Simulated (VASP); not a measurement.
## ZrH3: single point with LDA

Crystal: ZrH3.

```xyz
4
Lattice="3.1260 0.0000 0.0000 0.0000 3.1260 0.0000 0.0000 0.0000 3.1260" Properties=species:S:1:pos:R:3 pbc="T T T"
Zr    0.0000    0.0000    0.0000
H     0.0000    1.5630    1.5630
H     1.5630    0.0000    1.5630
H     1.5630    1.5630    0.0000
```

```
Program                : VASP 6.6.1
Task                   : single point
Functional             : LDA
Potentials or basis    : VASP PAW LDA potentials, release 64 (Zr_sv, H)
Cutoff                 : 520 eV
k mesh                 : 7 × 7 × 7
Occupations            : fermi-dirac, width 0.2 eV
Spin                   : no spin polarisation
Dipole correction      : no
Further INCAR settings : ALGO = Normal; EDIFF = 1e-06; NBANDS = 16
```

The pressure is -6.8 GPa.

Levels at points of the mesh, in eV from the Fermi level:
| k point | band 4 | band 5 | band 6 | band 7 | band 8 | band 9 | band 10 | band 11 |
| --- | --- | --- | --- | --- | --- | --- | --- | --- |
| (0.00, 0.00, 0.00) | -26.89 | -10.18 | -4.17 | -4.17 | 3.63 | 3.63 | 3.63 | 5.93 |

Run time: 4.4 s on 1 thread of Intel(R) Xeon(R) Platinum 8488C (Sapphire Rapids), with other jobs on the host, peak memory 0.12 GiB.
